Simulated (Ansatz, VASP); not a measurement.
Si2W in VASP and in Ansatz

File INCAR:

```
  ALGO = Normal
  EDIFF = 1E-6
  ENCUT = 520
  ISIF = 2
  ISMEAR = -1
  LASPH = T
  LCHARG = F
  LREAL = F
  LWAVE = F
  NBANDS = 18
  NELM = 100
  PREC = Accurate
  SIGMA = 0.08
```

Contents of KPOINTS:

```
k-points
0
Gamma
  14 14 14
```

The input POSCAR:

```
Si2W
1.0
   -1.3367861967      1.3367861967      3.4193683881
    1.3367861967     -1.3367861967      3.4193683881
    1.3367861967      1.3367861967     -3.4193683881
W Si
1 2
Direct
    0.0000000000      0.0000000000      0.0000000000
    0.3287140480      0.3287140480      0.0000000000
   -0.3287140480     -0.3287140480      0.0000000000
```

Input for Ansatz:

```yaml
crystal:
  lattice:
    - [-1.3367861967, 1.3367861967, 3.4193683881]
    - [1.3367861967, -1.3367861967, 3.4193683881]
    - [1.3367861967, 1.3367861967, -3.4193683881]
  atoms:
    - { symbol: W, position: [0.0, 0.0, 0.0] }
    - { symbol: Si, position: [0.328714048, 0.328714048, 0.0] }
    - { symbol: Si, position: [-0.328714048, -0.328714048, 0.0] }
kpoints:
  mp_grid: { grid: [14, 14, 14] }
  band_path:
    path:
      - [0.0, 0.0, 0.0]
      - [0.0, 0.0, 0.5]
      - [0.25, 0.25, 0.25]
      - [0.0, 0.5, 0.0]
      - [0.0, 0.0, 0.0]
      - [0.5, 0.5, -0.5]
      - [0.2882095681, 0.7117904319, -0.2882095681]
      - [-0.2882095681, 0.2882095681, 0.2882095681]
      - [0.0, 0.0, 0.0]
    npoints: 8
scf:
  occupations: { method: fermi_dirac, width: 0.08 }
hamiltonian:
  xc: lda
  pseudopotentials: { kind: paw }
output:
  forces: true
  stress: true
  eigenvalues: true
  populations: true
  dos: { projected: true, de: 0.2, e_range: [-14, 8] }
```

Change from the starting cell: volume scaled by 0.62, PAW files.

Alike in both runs: task single point; functional LDA; k mesh 14 × 14 × 14; occupations fermi-dirac, width 0.08 eV; no spin polarisation.

|  | VASP | Ansatz |
| --- | --- | --- |
| version | VASP 6.6.1 | Ansatz 0.2.0 |
| potentials or method | VASP PAW LDA potentials, release 64 (W_sv, Si) | PAW with Ansatz's default frozen-core files, scalar-relativistic |
| plane-wave cutoff (eV) | 520 | 420 |
| valence electrons in the cell | 22 | 22 |

```tsv
	VASP	Ansatz	Ansatz less VASP
pressure (GPa)	311.9	306.8	-5.10
traceless stress, the component that is largest in VASP (GPa)	0.16	0.06	-0.094
rms of the force components (eV/Å)	0.028	0.000	-0.0282
```

LDA's correlation is that of Perdew and Zunger in VASP and of Perdew and Wang (1992) in Ansatz. Atom by atom the forces differ by 0.028 eV/Å (rms over components). Both programs put the cell under a high pressure, so it lies far from rest at this level.

Neither program's run includes spin-orbit coupling. Noted on VASP's run: the cell as given lies far from equilibrium.
